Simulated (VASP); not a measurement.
Runs of VASP 6.6.1 on BeAg. The structure is that of space group Pm-3m (No. 221), or close to it. The cells are those of the table. 

| task | cell | k mesh | cutoff (eV) | gap on the mesh (eV) | pressure (GPa) | relaxed volume (Å³/atom) |
| --- | --- | --- | --- | --- | --- | --- |
| single point | a = 2.948 Å, 2 atoms | 6 × 6 × 6 | 520 | none | -0.2 | - |
| single point | a = 3.032 Å, 2 atoms | 6 × 6 × 6 | 520 | none | -8.5 | - |
| relaxation of cell and atoms | relaxed from a = 3.032 Å, 2 atoms | 6 × 6 × 6 | 600 | none | 0.0 | 12.79 |
| relaxation of cell and atoms | relaxed from a = 2.948 Å, 2 atoms | 18 × 18 × 18 | 600 | none | 0.0 | 12.79 |
| single point | a = 2.947 Å, 2 atoms | 18 × 18 × 18 | 520 | none | (a) | - |

Alike in all rows: level PBE; potentials or basis VASP PAW PBE potentials, release 64 (Be, Ag); no spin polarisation; smearing gaussian 0.1 eV.

**Question.** Fill in the values left out.

**Answer.** (a) -0.1.

Caveats: the cell stands under tension (at least some runs).

A k mesh can miss the band edges, and the runs leave out spin-orbit coupling on Ag.

A gap of «none» marks levels without a gap at the run's occupations.
